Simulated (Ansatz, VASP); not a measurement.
**One calculation of Re, two programs**

Contents of INCAR:

```
SYSTEM = Re
  PREC = Accurate
  ENCUT = 520
  EDIFF = 1E-7
  ISMEAR = 0
  SIGMA = 0.15
  LREAL = .FALSE.
  LASPH = .TRUE.
  NELM = 100
  ALGO = Normal
  ISIF = 2
  LWAVE = .FALSE.
  LCHARG = .TRUE.
  GGA = PE
  LELF = .TRUE.
  LVHAR = .TRUE.
  NBANDS = 14
```

The input KPOINTS:

```
Automatic mesh
0
G
  18 18 10
  0 0 0
```

File POSCAR:

```
Re
1.0
    2.7379189912      0.0000000000      0.0000000000
   -1.3689594956      2.3711073999      0.0000000000
    0.0000000000      0.0000000000      4.4842238099
Re
2
Direct
    0.3333333333      0.6666666667      0.1958100197
    0.6666666667      0.3333333333      0.8041899803
```

Input for Ansatz:

```yaml
crystal:
  lattice:
    - [2.7379189912, 0.0, 0.0]
    - [-1.3689594956, 2.3711073999, 0.0]
    - [0.0, 0.0, 4.4842238099]
  atoms:
    - { symbol: Re, position: [0.3333333333, 0.6666666667, 0.1958100197] }
    - { symbol: Re, position: [0.6666666667, 0.3333333333, 0.8041899803] }
basis:
  ecutwfc: 420
kpoints:
  mp_grid: { grid: [18, 18, 10] }
hamiltonian:
  xc: pbe
scf:
  occupations: { method: gaussian, width: 0.15 }
output:
  forces: true
  stress: true
  eigenvalues: true
  write_density: true
  write_potential: true
  elf: true
  volumetric_format: npy
```

Change from the starting cell: mode 4 frozen in at -0.243 Å, equal normal strain along x and y -0.0133.

Alike in both runs: task single point; functional PBE; k mesh 18 × 18 × 10; occupations gaussian, width 0.15 eV; no spin polarisation.

|  | VASP | Ansatz |
| --- | --- | --- |
| version | VASP 6.6.1 | Ansatz 0.2.0 |
| potentials or method | VASP PAW PBE potentials, release 64 (Re), cutoff 520 eV | scalar-relativistic, plane waves, PAW |
| valence electrons in the cell | 14 | 30 |

|  | VASP | Ansatz | Ansatz less VASP |
| --- | --- | --- | --- |
| gap on the k mesh at the Fermi level (eV) | none | none | - |
| pressure (GPa) | 54.7 | 55.2 | +0.51 |
| traceless stress, the component that is largest in VASP (GPa) | 9.86 | 11.38 | +1.523 |
| rms of the force components (eV/Å) | 5.075 | 5.239 | +0.1639 |

Atom by atom the forces differ by 0.164 eV/Å (rms over components). A gap of «none» marks a metal or a gap that the smearing closes. Both programs put the cell under a high pressure, so it lies far from rest at this level. With one functional, cell and mesh, what is left measures potentials, basis and numerics. VASP's potentials hold 14 valence electrons a cell and Ansatz's 30, so a difference there can come from the potentials and not from the codes.

Neither program's run includes spin-orbit coupling.
